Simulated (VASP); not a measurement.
# InAs (F-43m) in VASP: further runs

Runs on InAs. Level: PBEsol. Tasks: single point.

Everything below comes from runs of VASP 6.6.1. Logs are shortened: lines on timing, memory, paths and dates and some standing lists are left out, and cuts for length are marked.

**1. The cell of the first run**

The structure is cubic, space group F-43m (No. 216). The conventional cell has a = 5.889 Å, b = 5.889 Å, c = 5.889 Å, α = 90.00°, β = 90.00°, γ = 90.00°. Within 3.4 Å of In (site symmetry -43m) lie 4 As at 2.55 Å. As (site symmetry -43m) has 4 In at 2.55 Å within 3.4 Å.

**2. Single point, PBEsol**

Input file INCAR:

```
ALGO = Normal
EDIFF = 1E-7
ENCUT = 520
GGA = PS
ISIF = 2
ISMEAR = -1
LASPH = True
LCHARG = False
LREAL = False
LWAVE = False
NBANDS = 16
NELM = 100
PREC = Accurate
SIGMA = 0.08
```

Input file KPOINTS:

```
k-points
0
Gamma
  14 14 14
```

Input file POSCAR:

```
InAs
1.0
    0.0000000000      2.9443882378      2.9443882378
    2.9443882378      0.0000000000      2.9443882378
    2.9443882378      2.9443882378      0.0000000000
In As
1 1
Direct
    0.0000000000      0.0000000000      0.0000000000
    0.7500000000      0.7500000000      0.7500000000
```

Potentials or basis: VASP PAW PBE potentials, release 64 (In_d, As).

The run is started by

```console
$ cat potpaw_PBE.64/In_d/POTCAR potpaw_PBE.64/As/POTCAR > POTCAR
$ mpirun -np 1 vasp_std > vasp.out
```

OUTCAR:

```text
EDIFF = 1E-7
   ENCUT = 520
   GGA = PS
   ISIF = 2
   ISMEAR = -1
   LASPH = True
   LREAL = False
   NELM = 100
   PREC = Accurate

 ion  position               nearest neighbor table
   1  0.000  0.000  0.000-   2 2.55   2 2.55   2 2.55   2 2.55
   2  0.750  0.750  0.750-   1 2.55   1 2.55   1 2.55   1 2.55

  LATTYP: Found a face centered cubic cell.
 ALAT       =     5.8887764756

  Lattice vectors:

 A1 = (   0.0000000000,   2.9443882378,   2.9443882378)
 A2 = (   2.9443882378,   0.0000000000,   2.9443882378)
 A3 = (   2.9443882378,   2.9443882378,   0.0000000000)

Analysis of symmetry for initial positions (statically):
=====================================================================
 Subroutine PRICEL returns:
 Original cell was already a primitive cell.

 Routine SETGRP: Setting up the symmetry group for a
 face centered cubic supercell.

 Subroutine GETGRP returns: Found 24 space group operations
 (whereof 24 operations were pure point group operations)
 out of a pool of 48 trial point group operations.

The static configuration has the point symmetry T_d .

Analysis of symmetry for dynamics (positions and initial velocities):
=====================================================================
 Subroutine PRICEL returns:
 Original cell was already a primitive cell.

 Routine SETGRP: Setting up the symmetry group for a
 face centered cubic supercell.

 Subroutine GETGRP returns: Found 24 space group operations
 (whereof 24 operations were pure point group operations)
 out of a pool of 48 trial point group operations.

The dynamic configuration has the point symmetry T_d .

 Subroutine INISYM returns: Found 24 space group operations
 (whereof 24 operations are pure point group operations),
 and found     1 'primitive' translations

----------------------------------------------------------------------------------------

                                     Primitive cell

  volume of cell :      51.0523

  direct lattice vectors                    reciprocal lattice vectors
     0.000000000  2.944388238  2.944388238    -0.169814562  0.169814562  0.169814562
     2.944388238  0.000000000  2.944388238     0.169814562 -0.169814562  0.169814562
     2.944388238  2.944388238  0.000000000     0.169814562  0.169814562 -0.169814562

  length of vectors
     4.163993779  4.163993779  4.163993779     0.294127450  0.294127450  0.294127450

  position of ions in fractional coordinates (direct lattice)
     0.000000000  0.000000000  0.000000000
     0.750000000  0.750000000  0.750000000

  ion indices of the primitive-cell ions
   primitive index   ion index
                 1           1
                 2           2

----------------------------------------------------------------------------------------

 KPOINTS: k-points

Automatic generation of k-mesh.
 Grid dimensions read from file:
 generate k-points for:   14   14   14

 Generating k-lattice:

  Cartesian coordinates                     Fractional coordinates (reciprocal lattice)
    -0.012129612  0.012129612  0.012129612     0.071428571  0.000000000  0.000000000
     0.012129612 -0.012129612  0.012129612     0.000000000  0.071428571  0.000000000
     0.012129612  0.012129612 -0.012129612     0.000000000  0.000000000  0.071428571

  Length of vectors
     0.021009104  0.021009104  0.021009104

  Shift w.r.t. Gamma in fractional coordinates (k-lattice)
     0.000000000  0.000000000  0.000000000

 Subroutine IBZKPT returns following result:
 ===========================================

 Found    104 irreducible k-points:

 Following reciprocal coordinates:
            Coordinates               Weight
  0.000000  0.000000  0.000000      1.000000
  0.071429  0.000000  0.000000      8.000000
  0.142857  0.000000  0.000000      8.000000
  0.214286  0.000000  0.000000      8.000000
  0.285714  0.000000  0.000000      8.000000
  0.357143  0.000000  0.000000      8.000000
[... 16 lines left out ...]
  0.214286  0.142857  0.000000     24.000000
  0.285714  0.142857  0.000000     24.000000
 [... further k-points ...]
   k-points           NKPTS =    104   k-points in BZ     NKDIM =    104   number of bands    NBANDS=     16
   number of dos      NEDOS =    301   number of ions     NIONS =      2
   total plane-waves  NPLWV =  32768
   dimension x,y,z NGX =    32 NGY =   32 NGZ =   32
   dimension x,y,z NGXF=    64 NGYF=   64 NGZF=   64
   ions per type =               1   1
   NGX,Y,Z   is equivalent  to a cutoff of  12.78, 12.78, 12.78 a.u.
   NGXF,Y,Z  is equivalent  to a cutoff of  25.55, 25.55, 25.55 a.u.
 SYSTEM =  unknown system
   PREC   = accura    normal or accurate (medium, high low for compatibility)
   ISTART =      0    job   : 0-new  1-cont  2-samecut
   ICHARG =      2    charge: 1-file 2-atom 10-const
   ISPIN  =      1    spin polarized calculation?
   LNONCOLLINEAR =      F non collinear calculations
   LSORBIT =      F    spin-orbit coupling
   LASPH  =      T    aspherical Exc in radial PAW
   ENCUT  =  520.0 eV  38.22 Ry    6.18 a.u.   7.74  7.74  7.74*2*pi/ulx,y,z
   NELM   =    100;   NELMIN=  2; NELMDL= -5     # of ELM steps
   EDIFF  = 0.1E-06   stopping-criterion for ELM
   LREAL  =      F    real-space projection
   EDIFFG = 0.1E-05   stopping-criterion for IOM
   NSW    =      0    number of steps for IOM
   IBRION =     -1    ionic relax: 0-MD 1-quasi-New 2-CG
   NFREE  =      0    steps in history (QN), initial steepest desc. (CG)
   ISIF   =      2    stress and relaxation
   ISYM   =      2    0-nonsym 1-usesym 2-fastsym
   POTIM  = 0.5000    time-step for ionic-motion
   TEBEG  =    0.0;   TEEND  =   0.0 temperature during run
   PSTRESS=    0.0 pullay stress
   NELECT =      18.0000    total number of electrons
   NUPDOWN=      -1.0000    fix difference up-down
   EMIN   =  10.00;   EMAX   =-10.00  energy-range for DOS
   EFERMI =   0.00;   METHOD = LEGACY
   ISMEAR =    -1;   SIGMA  =   0.08  broadening in eV -4-tet -1-fermi 0-gaus
   EFERMI_NEDOS =   21; number of points for ismear=-14 and -15
   IALGO  =     38    algorithm
   IMIX   =      4    mixing-type and parameters
     AMIX     =   0.40;   BMIX     =  1.00
     AMIX_MAG =   1.60;   BMIX_MAG =  1.00
  volume/ion in A,a.u.               =      25.53       172.26
  Fermi-wavevector in a.u.,A,eV,Ry     =   1.156540  2.185543 18.198940  1.337584
  Thomas-Fermi vector in A             =   2.293159
   LORBIT       =      0    0 simple, 1 ext, 2 COOP (PROOUT), +10 PAW based schemes
   GGA     = PS    functional components
   LHFCALC =     F    Hartree Fock is set to
   AEXX    =    0.0000 exact exchange contribution
   IVDW    =     0    specifies the selected vdW correction
   LEPSILON=     F    determine dielectric tensor
   LRPA    =     F    only Hartree local field effects (RPA)
 non-spin polarized calculation
  energy-cutoff  :      520.00
  volume of cell :       51.05
 maximum number of plane-waves:      1392
   NGX = 15   NGY = 15   NGZ = 15

 number of electron      18.0000008 magnetization

 Free energy of the ion-electron system (eV)
  ---------------------------------------------------
  ext. energy  EPLUGINS =         0.00000000
  ---------------------------------------------------
  free energy    TOTEN  =        -8.38024100 eV

  energy without entropy =       -8.37996206  energy(sigma->0) =       -8.38010153

 E-fermi :   5.4554     XC(G=0):  -9.6359

 val. band max:        5.3398986928   @ k =   0.0000   0.0000   0.0000
 cond. band min:       6.1373092109   @ k =   0.0714   0.0000   0.0000
 fundamental gap:      0.7974105181
 Fermi energy:         5.4554277485

 k-point     1 :       0.0000    0.0000    0.0000
  band No.  band energies     occupation
      1      -9.3082      2.00000
      2      -9.3082      2.00000
      3      -9.3082      2.00000
      4      -9.1427      2.00000
      5      -9.1427      2.00000
      6      -7.2238      2.00000
[... 8 lines left out ...]
     15      15.0936      0.00000
     16      15.0936      0.00000

 k-point     2 :       0.0714    0.0000    0.0000
  band No.  band energies     occupation
      1      -9.3187      2.00000
      2      -9.3055      2.00000
      3      -9.3055      2.00000
      4      -9.1429      2.00000
      5      -9.1429      2.00000
      6      -7.1610      2.00000
[... 8 lines left out ...]
     15      14.5094      0.00000
     16      14.5094      0.00000

 k-point     3 :       0.1429    0.0000    0.0000
  band No.  band energies     occupation
      1      -9.3469      2.00000
      2      -9.2982      2.00000
      3      -9.2982      2.00000
      4      -9.1430      2.00000
      5      -9.1430      2.00000
      6      -6.9783      2.00000
[... 8 lines left out ...]
     15      13.9634      0.00000
     16      13.9634      0.00000

 k-point     4 :       0.2143    0.0000    0.0000
  band No.  band energies     occupation
      1      -9.3845      2.00000
      2      -9.2884      2.00000
      3      -9.2884      2.00000
      4      -9.1423      2.00000
      5      -9.1423      2.00000
      6      -6.6914      2.00000
[... 8 lines left out ...]
     15      13.7634      0.00000
     16      13.7634      0.00000
[... 324 lines left out ...]
 k-point    22 :       0.1429    0.1429    0.0000
  band No.  band energies     occupation
      1      -9.3683      2.00000
      2      -9.2883      2.00000
      3      -9.2883      2.00000
      4      -9.1513      2.00000
      5      -9.1370      2.00000
      6      -6.8985      2.00000
[... 8 lines left out ...]
     15      14.4729      0.00000
     16      15.3099      0.00000

 k-point    23 :       0.2143    0.1429    0.0000
  band No.  band energies     occupation
      1      -9.3969      2.00000
      2      -9.2794      2.00000
      3      -9.2780      2.00000
      4      -9.1551      2.00000
      5      -9.1345      2.00000
      6      -6.6878      2.00000
[... 8 lines left out ...]
     15      15.1214      0.00000
     16      15.1402      0.00000

 k-point    24 :       0.2857    0.1429    0.0000
  band No.  band energies     occupation
      1      -9.4280      2.00000
      2      -9.2717      2.00000
      3      -9.2674      2.00000
      4      -9.1569      2.00000
      5      -9.1319      2.00000
      6      -6.3835      2.00000
[... 8 lines left out ...]
     15      15.1276      0.00000
     16      15.1295      0.00000

 [... further k-points ...]

------------------------ aborting loop because EDIFF is reached ----------------------------------------

  FORCE on cell =-STRESS in cart. coord.  units (eV):
  Direction    XX          YY          ZZ          XY          YZ          ZX
  --------------------------------------------------------------------------------------
  -------------------------------------------------------------------------------------
  Total        2.2736393      2.2736393      2.2736393      0.0000000      0.0000000     -0.0000000
  in kB       71.3537724     71.3537724     71.3537724      0.0000000      0.0000000     -0.0000000
  external PRESSURE =      71.3537724 kB  Pullay stress =       0.0000000 kB

 VOLUME and BASIS-vectors are now :
 -----------------------------------------------------------------------------
  energy-cutoff  :      520.00
  volume of cell :       51.05
      direct lattice vectors                 reciprocal lattice vectors
     0.000000000  2.944388238  2.944388238    -0.169814562  0.169814562  0.169814562
     2.944388238  0.000000000  2.944388238     0.169814562 -0.169814562  0.169814562
     2.944388238  2.944388238  0.000000000     0.169814562  0.169814562 -0.169814562

 POSITION                                       TOTAL-FORCE (eV/Angst)
 -----------------------------------------------------------------------------------
      0.00000      0.00000      0.00000         0.000000      0.000000      0.000000
      4.41658      4.41658      4.41658        -0.000000     -0.000000     -0.000000
 -----------------------------------------------------------------------------------
    total drift:                                0.000000      0.000000     -0.000000

  FREE ENERGIE OF THE ION-ELECTRON SYSTEM (eV)
  ---------------------------------------------------
  free  energy   TOTEN  =        -8.3802409981 eV

  energy  without entropy=       -8.3799620576  energy(sigma->0) =       -8.38010153
```

It took 96 s on 1 thread of Intel Xeon 8259CL, shared host; peak memory 0.23 GiB.

What came out:

```yaml
Free_energy: -8.3802 eV
Pressure: 7.1 GPa
Band_gap_on_the_k_mesh: 0.12 eV
```

Levels at points of the mesh, in eV from the valence-band top:
```tsv
k point	band 6	band 7	band 8	band 9	band 10	band 11	band 12	band 13
(0.00, 0.00, 0.00)	-12.44	0.00	0.00	0.00	0.12	3.88	3.88	3.88
(0.50, 0.00, 0.00)	-10.69	-6.25	-1.12	-1.12	1.05	4.66	4.66	6.77
(0.50, 0.50, 0.00)	-10.05	-6.25	-2.63	-2.63	1.30	1.97	9.61	9.78
```

Caveat: the cell stands under pressure; the smearing spreads over this small gap; semilocal functionals underestimate gaps, and a narrow one can read as zero; the PAW data sets were made with another functional, which shifts forces and pressure a little; spin-orbit coupling is left out, which moves the levels of the heavy elements.

**3. Single point, PBEsol**

This run uses another cell than the first one, of 26.50 Å³/atom.

Input file INCAR:

```
SYSTEM = InAs
PREC = Accurate ; ENCUT = 520
EDIFF = 1E-6 ; ISMEAR = -1
SIGMA = 0.08 ; LREAL = .False.
LASPH = .True. ; NELM = 60
ALGO = Normal ; ISIF = 2
LWAVE = .False. ; LCHARG = .True.
GGA = PS ; LELF = .True.
LVHAR = .True. ; NBANDS = 16
```

Input file KPOINTS:

```
regular mesh
0
Gamma
  14 14 14
  0 0 0
```

Input file POSCAR:

```
InAs
1.0
    0.0000000000      2.9815055826      2.9815055826
    2.9815055826      0.0000000000      2.9815055826
    2.9815055826      2.9815055826      0.0000000000
In As
1 1
Direct
    0.0000000000      0.0000000000      0.0000000000
    0.7500000000      0.7500000000      0.7500000000
```

Potentials or basis: VASP PAW PBE potentials, release 64 (In_d, As).

The run is started by

```console
$ cat potpaw_PBE.64/In_d/POTCAR potpaw_PBE.64/As/POTCAR > POTCAR
$ mpirun -np 1 vasp_std > vasp.out
```

OUTCAR:

```text
SYSTEM = InAs
   PREC = Accurate
   ENCUT = 520
   EDIFF = 1E-6
   ISMEAR = -1
   LREAL = .False.
   LASPH = .True.
   NELM = 60
   ISIF = 2
   GGA = PS

 ion  position               nearest neighbor table
   1  0.000  0.000  0.000-   2 2.58   2 2.58   2 2.58   2 2.58
   2  0.750  0.750  0.750-   1 2.58   1 2.58   1 2.58   1 2.58

  LATTYP: Found a face centered cubic cell.
 ALAT       =     5.9630111652

  Lattice vectors:

 A1 = (   0.0000000000,   2.9815055826,   2.9815055826)
 A2 = (   2.9815055826,   0.0000000000,   2.9815055826)
 A3 = (   2.9815055826,   2.9815055826,   0.0000000000)

Analysis of symmetry for initial positions (statically):
=====================================================================
 Subroutine PRICEL returns:
 Original cell was already a primitive cell.

 Routine SETGRP: Setting up the symmetry group for a
 face centered cubic supercell.

 Subroutine GETGRP returns: Found 24 space group operations
 (whereof 24 operations were pure point group operations)
 out of a pool of 48 trial point group operations.

The static configuration has the point symmetry T_d .
[... 157 lines left out ...]

  energy without entropy =       -8.44832296  energy(sigma->0) =       -8.44847654

 E-fermi :   5.0359     XC(G=0):  -9.4690

 val. band max:        4.8083488702   @ k =   0.0000   0.0000   0.0000
 cond. band min:       5.6038391215   @ k =   0.0714   0.0000   0.0000
 fundamental gap:      0.7954902513
 Fermi energy:         5.0358687732

 k-point     1 :       0.0000    0.0000    0.0000
  band No.  band energies     occupation
      1      -9.6195      2.00000
      2      -9.6195      2.00000
      3      -9.6195      2.00000
      4      -9.4728      2.00000
      5      -9.4728      2.00000
      6      -7.3648      2.00000
[... 433 lines left out ...]
      3      -9.5837      2.00000
      4      -9.4848      2.00000
      5      -9.4632      2.00000
      6      -6.5796      2.00000
[... 8 lines left out ...]
     15      14.6099      0.00000
     16      14.6333      0.00000

 [... further k-points ...]

------------------------ aborting loop because EDIFF is reached ----------------------------------------

  FORCE on cell =-STRESS in cart. coord.  units (eV):
  Direction    XX          YY          ZZ          XY          YZ          ZX
  --------------------------------------------------------------------------------------
  -------------------------------------------------------------------------------------
  Total        1.3529712      1.3529712      1.3529712      0.0000000      0.0000000      0.0000000
  in kB       40.8942510     40.8942510     40.8942510      0.0000000      0.0000000      0.0000000
  external PRESSURE =      40.8942510 kB  Pullay stress =       0.0000000 kB

 VOLUME and BASIS-vectors are now :
 -----------------------------------------------------------------------------
  energy-cutoff  :      520.00
  volume of cell :       53.01
      direct lattice vectors                 reciprocal lattice vectors
     0.000000000  2.981505583  2.981505583    -0.167700508  0.167700508  0.167700508
     2.981505583  0.000000000  2.981505583     0.167700508 -0.167700508  0.167700508
     2.981505583  2.981505583  0.000000000     0.167700508  0.167700508 -0.167700508

 POSITION                                       TOTAL-FORCE (eV/Angst)
 -----------------------------------------------------------------------------------
      0.00000      0.00000      0.00000        -0.000000     -0.000000     -0.000000
      4.47226      4.47226      4.47226         0.000000      0.000000      0.000000
 -----------------------------------------------------------------------------------
    total drift:                                0.000000      0.000000      0.000000

  FREE ENERGIE OF THE ION-ELECTRON SYSTEM (eV)
  ---------------------------------------------------
  free  energy   TOTEN  =        -8.4486301174 eV

  energy  without entropy=       -8.4483229637  energy(sigma->0) =       -8.44847654
```

Run time: 81 s. Hardware: 1 thread of Intel Xeon 8259CL, shared host; peak memory 0.24 GiB.

Results:

```
Free energy            : -8.4486 eV
Pressure               : 4.1 GPa
Band gap on the k mesh : zero (filled and empty bands touch)
```

Caveat: the cell stands under pressure; semilocal functionals underestimate gaps, and a narrow one can read as zero; the PAW data sets were made with another functional, which shifts forces and pressure a little; spin-orbit coupling is left out, which moves the levels of the heavy elements.

(Continued in part 2 of 2.)

The gap in the log of VASP goes by the Fermi energy; the results here count the filled bands.